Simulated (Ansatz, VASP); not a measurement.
# InSe in VASP and in Ansatz

INCAR

```
ALGO = Normal ; EDIFF = 1E-6
ENCUT = 520 ; GGA = CA
ISIF = 2 ; ISMEAR = -1
LASPH = True ; LCHARG = False
LREAL = False ; LWAVE = False
NBANDS = 27 ; NELM = 80
PREC = Accurate ; SIGMA = 0.05
```

Contents of KPOINTS:

```
k-points
0
Gamma
  7 7 6
```

Contents of POSCAR:

```
InSe
1.0
    5.8263928781     -2.0546489550      0.0000000000
    5.8263928781      2.0546489550      0.0000000000
   -1.7232330140      0.0000000000      4.7713478577
In Se
2 2
Direct
    0.8882032500      0.8882032500      0.0468413600
    0.1117967500      0.1117967500      0.9531586400
    0.6609275900      0.6609275900      0.6689556200
    0.3390724100      0.3390724100      0.3310443800
```

Contents of input.yaml:

```yaml
crystal:
  lattice:
    - [5.8263928781, -2.054648955, 0.0]
    - [5.8263928781, 2.054648955, 0.0]
    - [-1.723233014, 0.0, 4.7713478577]
  atoms:
    - { symbol: In, position: [0.88820325, 0.88820325, 0.04684136] }
    - { symbol: In, position: [0.11179675, 0.11179675, 0.95315864] }
    - { symbol: Se, position: [0.66092759, 0.66092759, 0.66895562] }
    - { symbol: Se, position: [0.33907241, 0.33907241, 0.33104438] }
hamiltonian:
  xc: lda
  pseudopotentials: { kind: paw }
kpoints:
  mp_grid: { grid: [7, 7, 6] }
  band_path:
    path:
      - [[0.0, 0.5, 0.0], [0.0, 0.0, 0.0], [0.0, 0.0, -0.5]]
      - [[0.0, 0.5, -0.5], [0.0, 0.0, 0.0], [-0.5, -0.5, 0.5]]
      - [[-0.5, 0.0, 0.5], [0.0, 0.0, 0.0], [-0.5, -0.5, 0.0]]
      - [[-0.5, 0.0, 0.0], [0.0, 0.0, 0.0]]
    npoints: 14
scf:
  occupations: { method: fermi_dirac, width: 0.05 }
  n_extra_bands: 10
output:
  forces: true
  stress: true
  eigenvalues: true
  fatbands: true
  write_density: true
  write_potential: true
  elf: true
  volumetric_format: npy
```

Alike in both runs: functional LDA; k mesh 7 × 7 × 6; occupations fermi-dirac, width 0.05 eV; no spin polarisation.

```csv
,VASP,Ansatz
version,VASP 6.6.1,Ansatz 0.2.0
potentials or method,"VASP PAW LDA potentials, release 64 (In_d, Se)",Ansatz PAW
plane-wave cutoff (eV),520,420
valence electrons in the cell,38,58
task,single point,band structure
```

VASP gave:

* gap on the k mesh at the Fermi level (eV): 1.01
* least direct gap on the mesh (eV): 1.08
* pressure (GPa): -2.7
* traceless stress, the component that is largest in VASP (GPa): -0.55
* rms of the force components (eV/Å): 0.037

Q: What did Ansatz give for the same quantities?

A: gap on the k mesh at the Fermi level (eV): 1.00; least direct gap on the mesh (eV): 1.06; pressure (GPa): -2.8; traceless stress, the component that is largest in VASP (GPa): -0.58; rms of the force components (eV/Å): 0.049.

LDA's correlation is that of Perdew and Zunger in VASP and of Perdew and Wang (1992) in Ansatz. Atom by atom the forces differ by 0.011 eV/Å (rms over components). VASP's potentials hold 38 valence electrons a cell and Ansatz's 58, so a difference there can come from the potentials and not from the codes.
